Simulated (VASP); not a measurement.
Crystal: Al2Pt.

```xyz
3
Lattice="0.0000 2.9550 2.9550 2.9550 0.0000 2.9550 2.9550 2.9550 0.0000" Properties=species:S:1:pos:R:3 pbc="T T T"
Pt    0.0000    0.0000    0.0000
Al    4.4325    4.4325    4.4325
Al    1.4775    1.4775    1.4775
```

- Program: VASP 6.6.1
- Task: relaxation of cell and atoms
- Functional: PBEsol
- Dispersion: D3(BJ)
- Potentials or basis: VASP PAW PBE potentials, release 64 (Pt, Al)
- Cutoff: 600 eV
- k mesh: 8 × 8 × 8
- Occupations: fermi-dirac, width 0.05 eV
- Spin: no spin polarisation

At the start: pressure -4.6 GPa; volume 17.20 Å³/atom.

Problem. How do energy, volume and symmetry change on relaxing?

Solution. Over 3 steps the energy falls by 8.8 meV/atom and the volume is 16.62 Å³/atom (-3.4 %); space group Fm-3m (No. 225, to 0.05 Å).

The path:
| step | energy change (eV) | largest force (eV/Å) | pressure (GPa) | volume (Å³) |
| --- | --- | --- | --- | --- |
| 1 | 0.0000 | 0.0000 | -4.59 | 51.61 |
| 2 | 0.0082 | 0.0000 | 6.17 | 48.01 |
| 3 | -0.0263 | 0.0000 | -0.03 | 49.87 |

Final structure:
```xyz
3
Lattice="0.0000 2.9216 2.9216 2.9216 0.0000 2.9216 2.9216 2.9216 0.0000" Properties=species:S:1:pos:R:3 pbc="T T T"
Pt    0.0000    0.0000    0.0000
Al    4.3824    4.3824    4.3824
Al    1.4608    1.4608    1.4608
```

Caveat: the PAW data sets were made with another functional, which shifts forces and pressure a little; pairwise dispersion overbinds metals, which lowers pressure and volume.
